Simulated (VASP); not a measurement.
# Ge: single point with r2SCAN

**Measured values to compare with.**

“Temperature-dependent photoluminescence in Ge: experiment and theory”, 2020, arxiv:2003.00143 reports, for a bulk crystal of Ge at 0 K: band gap 0.744 eV (indirect).

Crystal: Ge.

```xyz
2
Lattice="0.0000 2.8288 2.8288 2.8288 0.0000 2.8288 2.8288 2.8288 0.0000" Properties=species:S:1:pos:R:3 pbc="T T T"
Ge    2.8288    2.8288    2.8288
Ge    4.2432    4.2432    4.2432
```

| Property | Result |
| --- | --- |
| Program | VASP 6.6.1 |
| Task | single point |
| Functional | r2SCAN |
| Potentials or basis | VASP PAW PBE potentials, release 64 (Ge_d) |
| Cutoff | 520 eV |
| k mesh | 12 × 12 × 12 |
| Occupations | gaussian, width 0.05 eV |
| Spin | no spin polarisation |

```yaml
Pressure: 0.7 GPa
Band_gap_on_the_k_mesh: 0.40 eV, direct
```

Levels at points of the mesh, in eV from the valence-band top:
```
           k point  band 11  band 12  band 13  band 14  band 15  band 16  band 17  band 18
(0.00, 0.00, 0.00)   -13.31     0.00     0.00     0.00     0.40     2.71     2.71     2.71
(0.50, 0.00, 0.00)   -11.11    -7.87    -1.48    -1.48     0.44     4.00     4.00     7.66
(0.50, 0.50, 0.00)    -9.22    -9.22    -3.23    -3.23     0.97     0.97    10.11    10.11
```

Run time: 7.1 min on 1 thread of AMD EPYC 7R13, with other jobs on the host, peak memory 0.17 GiB.

Measured gap of Ge: 0.744 eV (indirect; 0 K; “Temperature-dependent photoluminescence in Ge: experiment and theory”, 2020, arxiv:2003.00143). This calculation gives 0.40 eV (-0.34 eV). 3 values of this kind are on record (0.666 to 0.807 eV); this one was drawn at random among those near their median. Spin-orbit coupling on Ge is left out. The value is that of r2SCAN on a finite k mesh, which can miss the band edges, without temperature or zero-point motion.

Caveat: the PAW data sets were made with another functional, which shifts forces and pressure a little.
